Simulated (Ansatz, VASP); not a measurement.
# One calculation of Sb, two programs

Contents of INCAR:

```
  PREC = Accurate
  ENCUT = 520
  EDIFF = 1E-6
  ISMEAR = -1
  SIGMA = 0.05
  LREAL = False
  LASPH = True
  NELM = 80
  ALGO = Normal
  ISIF = 2
  LWAVE = False
  LCHARG = False
  GGA = PE
  NBANDS = 8
```

The input KPOINTS:

```
regular mesh
0
Gamma
  13 13 13
```

POSCAR

```
Sb
1.0
    3.1600000000      0.0000000000      0.0000000000
    0.0000000000      3.1600000000      0.0000000000
    0.0000000000      0.0000000000      3.1916000000
Sb
1
Direct
    0.0000000000      0.0000000000      0.0000000000
```

Input for Ansatz:

```yaml
crystal:
  lattice:
    - [3.16, 0.0, 0.0]
    - [0.0, 3.16, 0.0]
    - [0.0, 0.0, 3.1916]
  atoms:
    - { symbol: Sb, position: [0.0, 0.0, 0.0] }
kpoints:
  mp_grid: { grid: [13, 13, 13] }
  band_path:
    path:
      - [0.0, 0.0, 0.0]
      - [0.0, 0.5, 0.0]
      - [0.5, 0.5, 0.0]
      - [0.0, 0.0, 0.0]
      - [0.0, 0.0, 0.5]
      - [0.0, 0.5, 0.5]
      - [0.5, 0.5, 0.5]
      - [0.0, 0.0, 0.5]
      - [0.0, 0.5, 0.0]
    npoints: 5
scf:
  occupations: { method: fermi_dirac, width: 0.05 }
hamiltonian:
  xc: pbe
  pseudopotentials: { kind: all_electron, lapw: { basis_error: 0.001 } }
output:
  forces: true
  stress: true
  eigenvalues: true
```

Change from the starting cell: zz strain of +1 %.

Alike in both runs: task single point; functional PBE; k mesh 13 × 13 × 13; occupations fermi-dirac, width 0.05 eV; no spin polarisation.

|  | VASP | Ansatz |
| --- | --- | --- |
| version | VASP 6.6.1 | Ansatz 0.2.0 |
| potentials or method | VASP PAW PBE potentials, release 64 (Sb), cutoff 520 eV | all-electron LAPW, scalar-relativistic |

|  | VASP | Ansatz | Ansatz less VASP |
| --- | --- | --- | --- |
| pressure (GPa) | -3.0 | -2.9 | +0.06 |
| traceless stress, the component that is largest in VASP (GPa) | -0.89 | -0.89 | +0.002 |

Ansatz ran all-electron here, and VASP with PAW potentials.

Neither program's run includes spin-orbit coupling.
